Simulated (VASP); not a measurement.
# Zn2O (P3m1) in VASP: single point with r2SCAN

Aim: the single point of Zn2O with r2SCAN.

All numbers are computed with VASP 6.6.1; they aren't measurements. Logs are shortened: lines on timing, memory, paths and dates and some standing lists are left out, and cuts for length are marked.

## 1. The cell of the first run

The structure is trigonal, space group P3m1 (No. 156). Conventional cell: a = 3.169 Å, b = 3.169 Å, c = 9.570 Å, α = 90.00°, β = 90.00°, γ = 120.00°. Within 2.6 Å of Zn (site symmetry 3m) lie 4 O at 1.95 to 1.99 Å. Within 2.7 Å of Zn (site symmetry 3m) lie 3 O at 2.02 Å. Zn (site symmetry 3m) has 1 O at 1.96 Å and 3 Zn at 2.62 Å within 2.7 Å. Within 3.5 Å of Zn (site symmetry 3m) lie 12 Zn at 2.62 to 3.17 Å and 1 O at 3.00 Å. Within 2.6 Å of O (site symmetry 3m) lie 4 Zn at 1.96 to 1.99 Å. Within 2.6 Å of O (site symmetry 3m) lie 4 Zn at 1.95 to 2.02 Å.

## 2. Single point, r2SCAN

Contents of POSCAR:

```
Zn2O
1.0
    3.1691815234      0.0000000000      0.0000000000
   -1.5845907617      2.7445917085      0.0000000000
    0.0000000000      0.0000000000      9.5704848784
Zn O
4 2
Direct
    0.3333333333      0.6666666667      0.2732775914
    0.6666666667      0.3333333333      0.5678805618
    0.0000000000      0.0000000000      0.9874108672
    0.3333333333      0.6666666667      0.7911274222
    0.0000000000      0.0000000000      0.1918803314
    0.3333333333      0.6666666667      0.4774232261
```

Contents of INCAR.step1:

```
ALGO = Normal ; EDIFF = 1E-4
ENCUT = 520 ; GGA = PE
ISMEAR = 0 ; LASPH = T
LCHARG = F ; LREAL = F
LWAVE = T ; NBANDS = 39
NELM = 80 ; PREC = Accurate
SIGMA = 0.1
```

Contents of INCAR.step2:

```
ALGO = Normal ; EDIFF = 1E-7
ENCUT = 520 ; ISIF = 2
ISMEAR = 0 ; ISTART = 1
LASPH = T ; LCHARG = F
LMIXTAU = T ; LREAL = F
LWAVE = F ; METAGGA = R2SCAN
NBANDS = 39 ; NELM = 80
PREC = Accurate ; SIGMA = 0.1
```

Contents of KPOINTS:

```
k-points
0
Gamma
  12 12 4
```

Potentials or basis: VASP PAW PBE potentials, release 64 (Zn, O).

Launch:

```sh
> cat potpaw_PBE.64/Zn/POTCAR potpaw_PBE.64/O/POTCAR > POTCAR
> cp INCAR.step1 INCAR
> mpirun -np 1 vasp_std > vasp.out
> cp INCAR.step2 INCAR
> mpirun -np 1 vasp_std > vasp.out
```

OUTCAR:

```text
EDIFF = 1E-7
   ENCUT = 520
   ISIF = 2
   ISMEAR = 0
   ISTART = 1
   LASPH = T
   LREAL = F
   METAGGA = R2SCAN
   NELM = 80
   PREC = Accurate

 ion  position               nearest neighbor table
   1  0.333  0.667  0.273-   6 1.95   5 1.99   5 1.99   5 1.99
   2  0.667  0.333  0.568-   6 2.02   6 2.02   6 2.02   4 2.81   4 2.81   4 2.81
   3  0.000  0.000  0.987-   5 1.96   4 2.62   4 2.62   4 2.62
   4  0.333  0.667  0.791-   3 2.62   3 2.62   3 2.62   2 2.81   2 2.81   2 2.81
   5  0.000  0.000  0.192-   3 1.96   1 1.99   1 1.99   1 1.99
   6  0.333  0.667  0.477-   1 1.95   2 2.02   2 2.02   2 2.02

  LATTYP: Found a hexagonal cell.
 ALAT       =     3.1691815234
 C/A-ratio  =     3.0198601146

  Lattice vectors:

 A1 = (   3.1691815234,   0.0000000000,   0.0000000000)
 A2 = (  -1.5845907617,   2.7445917085,   0.0000000000)
 A3 = (   0.0000000000,   0.0000000000,   9.5704848784)

Analysis of symmetry for initial positions (statically):
=====================================================================
 Subroutine PRICEL returns:
 Original cell was already a primitive cell.

 Routine SETGRP: Setting up the symmetry group for a
 hexagonal supercell.

 Subroutine GETGRP returns: Found  6 space group operations
 (whereof  6 operations were pure point group operations)
 out of a pool of 24 trial point group operations.

The static configuration has the point symmetry C_3v.

Analysis of symmetry for dynamics (positions and initial velocities):
=====================================================================
 Subroutine PRICEL returns:
 Original cell was already a primitive cell.

 Routine SETGRP: Setting up the symmetry group for a
 hexagonal supercell.

 Subroutine GETGRP returns: Found  6 space group operations
 (whereof  6 operations were pure point group operations)
 out of a pool of 24 trial point group operations.

The dynamic configuration has the point symmetry C_3v.

 Subroutine INISYM returns: Found  6 space group operations
 (whereof  6 operations are pure point group operations),
 and found     1 'primitive' translations

----------------------------------------------------------------------------------------

                                     Primitive cell

  volume of cell :      83.2451

  direct lattice vectors                    reciprocal lattice vectors
     3.169181523  0.000000000  0.000000000     0.315538884  0.182176459  0.000000000
[... 90 lines left out ...]
   LSORBIT =      F    spin-orbit coupling
   LASPH  =      T    aspherical Exc in radial PAW
   ENCUT  =  520.0 eV  38.22 Ry    6.18 a.u.   5.89  5.89 17.79*2*pi/ulx,y,z
   NELM   =     80;   NELMIN=  2; NELMDL=  0     # of ELM steps
   EDIFF  = 0.1E-06   stopping-criterion for ELM
   LREAL  =      F    real-space projection
   EDIFFG = 0.1E-05   stopping-criterion for IOM
   NSW    =      0    number of steps for IOM
   IBRION =     -1    ionic relax: 0-MD 1-quasi-New 2-CG
   NFREE  =      0    steps in history (QN), initial steepest desc. (CG)
   ISIF   =      2    stress and relaxation
   ISYM   =      2    0-nonsym 1-usesym 2-fastsym
   POTIM  = 0.5000    time-step for ionic-motion
   TEBEG  =    0.0;   TEEND  =   0.0 temperature during run
   PSTRESS=    0.0 pullay stress
   NELECT =      60.0000    total number of electrons
   NUPDOWN=      -1.0000    fix difference up-down
   EMIN   =  10.00;   EMAX   =-10.00  energy-range for DOS
   EFERMI =   0.00;   METHOD = LEGACY
   ISMEAR =     0;   SIGMA  =   0.10  broadening in eV -4-tet -1-fermi 0-gaus
   EFERMI_NEDOS =   21; number of points for ismear=-14 and -15
   IALGO  =     38    algorithm
   IMIX   =      4    mixing-type and parameters
     AMIX     =   0.40;   BMIX     =  1.00
     AMIX_MAG =   1.60;   BMIX_MAG =  1.00
  volume/ion in A,a.u.               =      13.87        93.63
  Fermi-wavevector in a.u.,A,eV,Ry     =   1.467818  2.773774 29.313626  2.154491
  Thomas-Fermi vector in A             =   2.583390
   LORBIT       =      0    0 simple, 1 ext, 2 COOP (PROOUT), +10 PAW based schemes
   METAGGA = R2SCAN    functional components
   LHFCALC =     F    Hartree Fock is set to
   AEXX    =    0.0000 exact exchange contribution
   IVDW    =     0    specifies the selected vdW correction
   LEPSILON=     F    determine dielectric tensor
   LRPA    =     F    only Hartree local field effects (RPA)
 non-spin polarized calculation
 Gauss-broadening in eV      SIGMA  =   0.10
  energy-cutoff  :      520.00
  volume of cell :       83.25
 maximum number of plane-waves:      2262
   NGX = 11   NGY = 11   NGZ = 35

 number of electron      59.9999955 magnetization

 Free energy of the ion-electron system (eV)
  ---------------------------------------------------
  ext. energy  EPLUGINS =         0.00000000
  ---------------------------------------------------
  free energy    TOTEN  =       -53.16851382 eV

  energy without entropy =      -53.16565200  energy(sigma->0) =      -53.16708291

 E-fermi :   2.2818     XC(G=0): -11.6561

 val. band max:        2.2801820015   @ k =   0.0000   0.0000   0.0000
 cond. band min:       2.2996346371   @ k =   0.4167  -0.0000   0.0000
 fundamental gap:      0.0194526355
 Fermi energy:         2.2818422565

 k-point     1 :       0.0000    0.0000    0.0000
  band No.  band energies     occupation
      1     -18.3403      2.00000
      2     -17.8630      2.00000
      3      -6.7023      2.00000
      4      -5.8681      2.00000
      5      -5.6532      2.00000
      6      -5.5440      2.00000
[... 997 lines left out ...]
     38      13.0419      0.00000
     39      13.7431      0.00000

 [... further k-points ...]
[... 5 lines left out ...]
  --------------------------------------------------------------------------------------
  -------------------------------------------------------------------------------------
  Total       -2.1603826     -2.1603826     -2.2415351     -0.0000000      0.0000000      0.0000000
  in kB      -41.5798053    -41.5798053    -43.1417077     -0.0000000      0.0000000      0.0000000
  external PRESSURE =     -42.1004394 kB  Pullay stress =       0.0000000 kB

 VOLUME and BASIS-vectors are now :
 -----------------------------------------------------------------------------
  energy-cutoff  :      520.00
  volume of cell :       83.25
      direct lattice vectors                 reciprocal lattice vectors
     3.169181523  0.000000000  0.000000000     0.315538884  0.182176459  0.000000000
    -1.584590762  2.744591708  0.000000000     0.000000000  0.364352919  0.000000000
     0.000000000  0.000000000  9.570484878     0.000000000  0.000000000  0.104487914

 POSITION                                       TOTAL-FORCE (eV/Angst)
 -----------------------------------------------------------------------------------
     -0.00000      1.82973      2.61540         0.000000      0.000000      0.013452
      1.58459      0.91486      5.43489         0.000000     -0.000000     -0.186563
      0.00000      0.00000      9.45000        -0.000000      0.000000      0.114074
     -0.00000      1.82973      7.57147        -0.000000     -0.000000      0.044417
      0.00000      0.00000      1.83639        -0.000000     -0.000000      0.008358
     -0.00000      1.82973      4.56917        -0.000000     -0.000000      0.006261
 -----------------------------------------------------------------------------------
    total drift:                               -0.000046      0.000028     -0.040862

  FREE ENERGIE OF THE ION-ELECTRON SYSTEM (eV)
  ---------------------------------------------------
  free  energy   TOTEN  =       -53.1685138154 eV

  energy  without entropy=      -53.1656519979  energy(sigma->0) =      -53.16708291
```

OSZICAR.step1:

```text
N       E                     dE             d eps       ncg     rms          rms(c)
DAV:   1     0.521752448863E+03    0.52175E+03   -0.29231E+04  5382   0.230E+03
DAV:   2     0.460531138045E+02   -0.47570E+03   -0.44844E+03  5444   0.482E+02
DAV:   3    -0.207010771101E+02   -0.66754E+02   -0.65604E+02  6068   0.168E+02
DAV:   4    -0.231966221604E+02   -0.24955E+01   -0.24885E+01  6006   0.336E+01
DAV:   5    -0.232139274304E+02   -0.17305E-01   -0.17304E-01  5971   0.278E+00    0.148E+01
DAV:   6    -0.190710579752E+02    0.41429E+01   -0.12349E+01  9064   0.642E+01    0.841E+00
DAV:   7    -0.193679565534E+02   -0.29690E+00   -0.42115E+00  5396   0.157E+01    0.587E+00
DAV:   8    -0.194463022776E+02   -0.78346E-01   -0.16804E+00  7750   0.238E+01    0.261E+00
DAV:   9    -0.192986665506E+02    0.14764E+00   -0.47962E-01  8306   0.138E+01    0.886E-01
DAV:  10    -0.192954537619E+02    0.32128E-02   -0.12446E-01  6264   0.287E+00    0.168E-01
DAV:  11    -0.192966685057E+02   -0.12147E-02   -0.13320E-02  6264   0.119E+00    0.123E-01
DAV:  12    -0.192966745544E+02   -0.60486E-05   -0.15607E-03  6924   0.145E+00    0.604E-02
DAV:  13    -0.192966625151E+02    0.12039E-04   -0.31143E-04  4424   0.505E-01
   1 F= -.19296663E+02 E0= -.19295473E+02  d E =-.237862E-02
```

It took 16 min on 1 thread of Intel Xeon 8259CL, shared host; peak memory 0.32 GiB.

Results:

```
Free energy            : -53.1685 eV
Pressure               : -4.2 GPa
Largest force          : 0.187 eV/Å
Band gap on the k mesh : zero (bands 30 and 31 overlap by 0.70 eV)
```

Forces on the atoms (eV/Å):
```
Zn   0.000  0.000  0.013
Zn   0.000  0.000 -0.187
Zn   0.000  0.000  0.114
Zn   0.000  0.000  0.044
O    0.000  0.000  0.008
O    0.000  0.000  0.006
```

Levels at points of the mesh, in eV from the Fermi level:
```
           k point  band 27  band 28  band 29  band 30  band 31  band 32  band 33  band 34
(0.00, 0.00, 0.00)    -2.38    -1.95    -1.95    -1.63     0.00     4.00     4.49     9.31
(0.50, 0.00, 0.00)    -3.50    -2.70    -2.53    -2.30     0.50     1.81     5.11     5.60
(0.00, 0.00, 0.50)    -2.38    -2.38    -1.95    -1.95     1.52     2.11     6.01     7.80
(0.50, 0.00, 0.50)    -3.49    -2.71    -2.62    -2.52     0.78     1.92     4.66     5.11
```

Caveat: the cell stands under tension; semilocal functionals underestimate gaps, and a narrow one can read as zero; the PAW data sets were made with another functional, which shifts forces and pressure a little.
